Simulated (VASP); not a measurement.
# Mo in VASP: a series of runs

The runs below take Mo through single point, with PBE.

Program: VASP 6.6.1. These are calculated values, not measurements. Logs are shortened: lines on timing, memory, paths and dates and some standing lists are left out, and cuts for length are marked.

### Step 1. The cell of the first run

The cell holds a sheet with vacuum, 2 atoms: a = 2.516 Å, b = 2.516 Å, c = 29.514 Å, α = 90.00°, β = 90.00°, γ = 90.00°.

The cell was built from a structure type or drawn by symmetry, and may not be a known phase.

### Step 2. Single point, PBE

File INCAR:

```
PREC = Accurate
ENCUT = 520
EDIFF = 1E-6
ISMEAR = 0
SIGMA = 0.1
LREAL = F
LASPH = T
NELM = 80
ALGO = Normal
ISIF = 2
LWAVE = F
LCHARG = F
LDIPOL = T
IDIPOL = 3
DIPOL = 0.5 0.5 0.288
GGA = PE
NBANDS = 21
```

File KPOINTS:

```
Automatic mesh
0
Gamma
  22 22 1
```

File POSCAR:

```
Mo
1.0
    2.5162385595      0.0000000000      0.0000000000
    0.0000000000      2.5162385595      0.0000000000
    0.0000000000      0.0000000000     29.5136109200
Mo
2
Direct
    0.0000000000      0.5000000000      0.3284993611
    0.5000000000      0.0000000000      0.2475060639
```

Potentials or basis: VASP PAW PBE potentials, release 64 (Mo_sv).

The run is started by

```sh
> cat potpaw_PBE.64/Mo_sv/POTCAR > POTCAR
> mpirun -np 1 vasp_std > vasp.out
```

OUTCAR:

```text
PREC = Accurate
   ENCUT = 520
   EDIFF = 1E-6
   ISMEAR = 0
   LREAL = F
   LASPH = T
   NELM = 80
   ISIF = 2
   GGA = PE

 ion  position               nearest neighbor table
   1  0.000  0.500  0.328-   2 2.98   2 2.98   2 2.98   2 2.98
   2  0.500  0.000  0.248-   1 2.98   1 2.98   1 2.98   1 2.98

  LATTYP: Found a simple tetragonal cell.
 ALAT       =     2.5162385595
 C/A-ratio  =    11.7292578673

  Lattice vectors:

 A1 = (   2.5162385595,   0.0000000000,   0.0000000000)
 A2 = (   0.0000000000,   2.5162385595,   0.0000000000)
 A3 = (   0.0000000000,   0.0000000000,  29.5136109200)

Analysis of symmetry for initial positions (statically):
=====================================================================
 Subroutine PRICEL returns:
 Original cell was already a primitive cell.

 Routine SETGRP: Setting up the symmetry group for a
 simple tetragonal supercell.

 Subroutine GETGRP returns: Found 16 space group operations
 (whereof  4 operations were pure point group operations)
 out of a pool of 16 trial point group operations.

The static configuration has the point symmetry C_2v.
 The point group associated with its full space group is D_4h.

Analysis of symmetry for dynamics (positions and initial velocities):
=====================================================================
 Subroutine PRICEL returns:
 Original cell was already a primitive cell.

 Routine SETGRP: Setting up the symmetry group for a
 simple tetragonal supercell.

 Subroutine GETGRP returns: Found 16 space group operations
 (whereof  4 operations were pure point group operations)
 out of a pool of 16 trial point group operations.

The dynamic configuration has the point symmetry C_2v.
 The point group associated with its full space group is D_4h.

 Subroutine INISYM returns: Found 16 space group operations
 (whereof  4 operations are pure point group operations),
 and found     1 'primitive' translations

----------------------------------------------------------------------------------------

                                     Primitive cell

  volume of cell :     186.8641

  direct lattice vectors                    reciprocal lattice vectors
     2.516238560  0.000000000  0.000000000     0.397418598  0.000000000  0.000000000
     0.000000000  2.516238560  0.000000000     0.000000000  0.397418598  0.000000000
     0.000000000  0.000000000 29.513610920     0.000000000  0.000000000  0.033882672

  length of vectors
     2.516238560  2.516238560 29.513610920     0.397418598  0.397418598  0.033882672

  position of ions in fractional coordinates (direct lattice)
     0.000000000  0.500000000  0.328499361
     0.500000000  0.000000000  0.247506064

  ion indices of the primitive-cell ions
   primitive index   ion index
                 1           1
                 2           2

----------------------------------------------------------------------------------------

 KPOINTS: Automatic mesh

Automatic generation of k-mesh.
 Grid dimensions read from file:
 generate k-points for:   22   22    1

 Generating k-lattice:

  Cartesian coordinates                     Fractional coordinates (reciprocal lattice)
     0.018064482  0.000000000  0.000000000     0.045454545  0.000000000  0.000000000
     0.000000000  0.018064482  0.000000000     0.000000000  0.045454545  0.000000000
     0.000000000  0.000000000  0.033882672     0.000000000  0.000000000  1.000000000

  Length of vectors
     0.018064482  0.018064482  0.033882672

  Shift w.r.t. Gamma in fractional coordinates (k-lattice)
     0.000000000  0.000000000  0.000000000

 Subroutine IBZKPT returns following result:
 ===========================================

 Found     78 irreducible k-points:

 Following reciprocal coordinates:
            Coordinates               Weight
  0.000000  0.000000  0.000000      1.000000
  0.045455  0.000000  0.000000      4.000000
  0.090909  0.000000  0.000000      4.000000
  0.136364  0.000000  0.000000      4.000000
  0.181818  0.000000  0.000000      4.000000
  0.227273  0.000000  0.000000      4.000000
[... 16 lines left out ...]
  0.500000  0.045455  0.000000      4.000000
  0.090909  0.090909  0.000000      4.000000
 [... further k-points ...]
   k-points           NKPTS =     78   k-points in BZ     NKDIM =     78   number of bands    NBANDS=     21
   number of dos      NEDOS =    301   number of ions     NIONS =      2
   total plane-waves  NPLWV =  89600
   dimension x,y,z NGX =    20 NGY =   20 NGZ =  224
   dimension x,y,z NGXF=    40 NGYF=   40 NGZF=  448
   ions per type =               2
   NGX,Y,Z   is equivalent  to a cutoff of  13.21, 13.21, 12.62 a.u.
   NGXF,Y,Z  is equivalent  to a cutoff of  26.43, 26.43, 25.24 a.u.
 SYSTEM =  unknown system
   PREC   = accura    normal or accurate (medium, high low for compatibility)
   ISTART =      0    job   : 0-new  1-cont  2-samecut
   ICHARG =      2    charge: 1-file 2-atom 10-const
   ISPIN  =      1    spin polarized calculation?
   LNONCOLLINEAR =      F non collinear calculations
   LSORBIT =      F    spin-orbit coupling
   LASPH  =      T    aspherical Exc in radial PAW
   ENCUT  =  520.0 eV  38.22 Ry    6.18 a.u.   4.68  4.68 54.88*2*pi/ulx,y,z
   NELM   =     80;   NELMIN=  2; NELMDL= -5     # of ELM steps
   EDIFF  = 0.1E-05   stopping-criterion for ELM
   LREAL  =      F    real-space projection
   EDIFFG = 0.1E-04   stopping-criterion for IOM
   NSW    =      0    number of steps for IOM
   IBRION =     -1    ionic relax: 0-MD 1-quasi-New 2-CG
   NFREE  =      0    steps in history (QN), initial steepest desc. (CG)
   ISIF   =      2    stress and relaxation
   ISYM   =      2    0-nonsym 1-usesym 2-fastsym
   POTIM  = 0.5000    time-step for ionic-motion
   TEBEG  =    0.0;   TEEND  =   0.0 temperature during run
   PSTRESS=    0.0 pullay stress
   NELECT =      28.0000    total number of electrons
   NUPDOWN=      -1.0000    fix difference up-down
   EMIN   =  10.00;   EMAX   =-10.00  energy-range for DOS
   EFERMI =   0.00;   METHOD = LEGACY
   ISMEAR =     0;   SIGMA  =   0.10  broadening in eV -4-tet -1-fermi 0-gaus
   EFERMI_NEDOS =   21; number of points for ismear=-14 and -15
   IALGO  =     38    algorithm
   IMIX   =      4    mixing-type and parameters
     AMIX     =   0.40;   BMIX     =  1.00
     AMIX_MAG =   1.60;   BMIX_MAG =  1.00
  volume/ion in A,a.u.               =      93.43       630.51
  Fermi-wavevector in a.u.,A,eV,Ry     =   0.869532  1.643177 10.287171  0.756086
  Thomas-Fermi vector in A             =   1.988367
   LORBIT       =      0    0 simple, 1 ext, 2 COOP (PROOUT), +10 PAW based schemes
   GGA     = PE    functional components
   LHFCALC =     F    Hartree Fock is set to
   AEXX    =    0.0000 exact exchange contribution
   IVDW    =     0    specifies the selected vdW correction
   LEPSILON=     F    determine dielectric tensor
   LRPA    =     F    only Hartree local field effects (RPA)
 non-spin polarized calculation
 Gauss-broadening in eV      SIGMA  =   0.10
  energy-cutoff  :      520.00
  volume of cell :      186.86
 maximum number of plane-waves:      5105
 NGX is ok and might be reduce to    20
   NGX =  9   NGY =  9   NGZ =109

 dipolmoment           0.000000      0.000000     -0.000001 electrons x Angstroem

 number of electron      28.0000007 magnetization

 dipolmoment           0.000000      0.000000      0.000000 electrons x Angstroem

 Free energy of the ion-electron system (eV)
  ---------------------------------------------------
  ext. energy  EPLUGINS =         0.00000000
  ---------------------------------------------------
  free energy    TOTEN  =       -19.00829430 eV

  energy without entropy =      -18.99741578  energy(sigma->0) =      -19.00285504

 E-fermi :  -1.9436     XC(G=0):  -2.9173

 val. band max:       -1.9446077608   @ k =   0.4091   0.4091   0.0000
 cond. band min:      -1.9414437411   @ k =   0.3636   0.2273   0.0000
 fundamental gap:      0.0031640197
 Fermi energy:        -1.9436446204

 k-point     1 :       0.0000    0.0000    0.0000
  band No.  band energies     occupation
      1     -63.1175      2.00000
      2     -63.0370      2.00000
      3     -37.4229      2.00000
      4     -36.9022      2.00000
      5     -36.1584      2.00000
      6     -36.1584      2.00000
[... 13 lines left out ...]
     20       2.4704      0.00000
     21       2.7449      0.00000

 k-point     2 :       0.0455    0.0000    0.0000
  band No.  band energies     occupation
      1     -63.1117      2.00000
      2     -63.0320      2.00000
      3     -37.4162      2.00000
      4     -36.9007      2.00000
      5     -36.1990      2.00000
      6     -36.1544      2.00000
[... 13 lines left out ...]
     20       2.3862      0.00000
     21       2.6487      0.00000

 k-point     3 :       0.0909    0.0000    0.0000
  band No.  band energies     occupation
      1     -63.0947      2.00000
      2     -63.0173      2.00000
      3     -37.3965      2.00000
      4     -36.8970      2.00000
      5     -36.3161      2.00000
      6     -36.2354      2.00000
[... 13 lines left out ...]
     20       2.1579      0.00000
     21       2.3731      0.00000

 k-point     4 :       0.1364    0.0000    0.0000
  band No.  band energies     occupation
      1     -63.0677      2.00000
      2     -62.9940      2.00000
      3     -37.3657      2.00000
      4     -36.8948      2.00000
      5     -36.4943      2.00000
      6     -36.4220      2.00000
[... 13 lines left out ...]
     20       1.8688      0.00000
     21       1.9731      0.00000

 k-point     5 :       0.1818    0.0000    0.0000
  band No.  band energies     occupation
      1     -63.0326      2.00000
      2     -62.9642      2.00000
      3     -37.3278      2.00000
      4     -36.9130      2.00000
      5     -36.6982      2.00000
      6     -36.6537      2.00000
[... 13 lines left out ...]
     20       1.6743      0.00000
     21       2.1218      0.00000

 k-point     6 :       0.2273    0.0000    0.0000
  band No.  band energies     occupation
      1     -62.9920      2.00000
      2     -62.9302      2.00000
      3     -37.2945      2.00000
      4     -37.0510      2.00000
      5     -36.8995      2.00000
      6     -36.8086      2.00000
[... 13 lines left out ...]
     20       1.6055      0.00000
     21       2.5232      0.00000

 k-point     7 :       0.2727    0.0000    0.0000
  band No.  band energies     occupation
      1     -62.9489      2.00000
      2     -62.8950      2.00000
      3     -37.3280      2.00000
      4     -37.2907      2.00000
      5     -37.0776      2.00000
      6     -36.8236      2.00000
[... 13 lines left out ...]
     20       1.5761      0.00000
     21       3.0050      0.00000
[... 291 lines left out ...]
      1     -62.8623      2.00000
      2     -62.8281      2.00000
      3     -37.7310      2.00000
      4     -37.7076      2.00000
      5     -37.0387      2.00000
      6     -36.8305      2.00000
[... 13 lines left out ...]
     20       1.4362      0.00000
     21       4.2877      0.00000

 k-point    21 :       0.4091    0.0455    0.0000
  band No.  band energies     occupation
      1     -62.8306      2.00000
      2     -62.8073      2.00000
      3     -37.8888      2.00000
      4     -37.8710      2.00000
      5     -36.9875      2.00000
      6     -36.8440      2.00000
[... 13 lines left out ...]
     20       1.6448      0.00000
     21       4.9604      0.00000

 k-point    22 :       0.4545    0.0455    0.0000
  band No.  band energies     occupation
      1     -62.8081      2.00000
      2     -62.7963      2.00000
      3     -37.9861      2.00000
      4     -37.9767      2.00000
      5     -36.9395      2.00000
      6     -36.8664      2.00000
[... 13 lines left out ...]
     20       1.9958      0.00000
     21       5.6740      0.00000

 k-point    23 :       0.5000    0.0455    0.0000
  band No.  band energies     occupation
      1     -62.7964      2.00000
      2     -62.7964      2.00000
      3     -38.0160      2.00000
      4     -38.0160      2.00000
      5     -36.8985      2.00000
      6     -36.8985      2.00000
[... 13 lines left out ...]
     20       2.0857      0.00000
     21       6.3688      0.00000

 k-point    24 :       0.0909    0.0909    0.0000
  band No.  band energies     occupation
      1     -63.0720      2.00000
      2     -62.9975      2.00000
      3     -37.3703      2.00000
      4     -36.8908      2.00000
      5     -36.3027      2.00000
      6     -36.2976      2.00000
[... 13 lines left out ...]
     20       1.9871      0.00000
     21       2.1473      0.00000

 [... further k-points ...]

------------------------ aborting loop because EDIFF is reached ----------------------------------------

 vacuum level on the upper side and lower side of the slab       (xc-potential included)        -0.011        -0.011

  FORCE on cell =-STRESS in cart. coord.  units (eV):
  Direction    XX          YY          ZZ          XY          YZ          ZX
  --------------------------------------------------------------------------------------
  -------------------------------------------------------------------------------------
  Total        0.9836553      0.9836553     -0.9019782      0.0000000     -0.0000000      0.0000000
  in kB        8.4338823      8.4338823     -7.7335816      0.0000000     -0.0000000      0.0000000
  external PRESSURE =       3.0447277 kB  Pullay stress =       0.0000000 kB

 VOLUME and BASIS-vectors are now :
 -----------------------------------------------------------------------------
  energy-cutoff  :      520.00
  volume of cell :      186.86
      direct lattice vectors                 reciprocal lattice vectors
     2.516238560  0.000000000  0.000000000     0.397418598  0.000000000  0.000000000
     0.000000000  2.516238560  0.000000000     0.000000000  0.397418598  0.000000000
     0.000000000  0.000000000 29.513610920     0.000000000  0.000000000  0.033882672

 POSITION                                       TOTAL-FORCE (eV/Angst)
 -----------------------------------------------------------------------------------
      0.00000      1.25812      9.69520        -0.000000     -0.000000     -0.371649
      1.25812      0.00000      7.30480         0.000000      0.000000      0.371649
 -----------------------------------------------------------------------------------
    total drift:                               -0.000000      0.000000     -0.000010

  FREE ENERGIE OF THE ION-ELECTRON SYSTEM (eV)
  ---------------------------------------------------
  free  energy   TOTEN  =       -19.0082943010 eV

  energy  without entropy=      -18.9974157767  energy(sigma->0) =      -19.00285504

 vacuum level on the upper side and lower side of the slab         2.983         2.983
```

Wall time 2.8 min (1 thread of Intel Xeon 6975P-C (Granite Rapids), shared host); peak memory 0.44 GiB.

Results:

```
Free energy            : -19.0083 eV
Largest force          : 0.372 eV/Å
Band gap on the k mesh : zero (bands 14 and 15 overlap by 1.14 eV)
```

Forces on the atoms (eV/Å):
```
Mo   0.000  0.000 -0.372
Mo   0.000  0.000  0.372
```

### Step 3. Single point, PBE

This run uses another cell than the first one.

File INCAR:

```
SYSTEM = Mo
PREC = Accurate
ENCUT = 520
EDIFF = 1E-6
ISMEAR = 0
SIGMA = 0.1
LREAL = .FALSE.
LASPH = .TRUE.
NELM = 80
ALGO = Normal
ISIF = 2
LWAVE = .FALSE.
LCHARG = .FALSE.
LDIPOL = .TRUE.
IDIPOL = 3
DIPOL = 0.5 0.5 0.288
GGA = PE
NBANDS = 21
```

File KPOINTS:

```
regular mesh
0
G
  22 22 1
  0 0 0
```

File POSCAR:

```
Mo
1.0
    2.5534334440      0.0000000000      0.0000000000
    0.0000000000      2.5534334440      0.0000000000
    0.0000000000      0.0000000000     29.5136109200
Mo
2
Direct
    0.0000000000      0.5000000000      0.3265342201
    0.5000000000      0.0000000000      0.2494712049
```

Potentials or basis: VASP PAW PBE potentials, release 64 (Mo_sv).

The run is started by

```sh
> cat potpaw_PBE.64/Mo_sv/POTCAR > POTCAR
> mpirun -np 1 vasp_std > vasp.out
```

It took 3 min on 1 thread of Intel Xeon 6975P-C (Granite Rapids), shared host; peak memory 0.43 GiB.

Results (log left out):

```
Free energy            : -19.0415 eV
Largest force          : 0.018 eV/Å
Band gap on the k mesh : zero (bands 14 and 15 overlap by 1.20 eV)
```

Forces on the atoms (eV/Å):
```
Mo   0.000  0.000  0.018
Mo   0.000  0.000 -0.018
```

Levels at points of the mesh, in eV from the Fermi level:
```csv
k point,band 11,band 12,band 13,band 14,band 15,band 16,band 17,band 18
"(0.00, 0.00, 0.00)",-4.48,-3.56,-1.67,-1.05,0.70,1.19,1.19,3.28
"(0.50, 0.00, 0.00)",-2.72,-2.72,0.28,0.28,0.71,0.71,3.01,3.01
"(0.50, 0.50, 0.00)",-3.47,-3.47,0.05,0.05,1.82,1.82,6.61,6.61
```
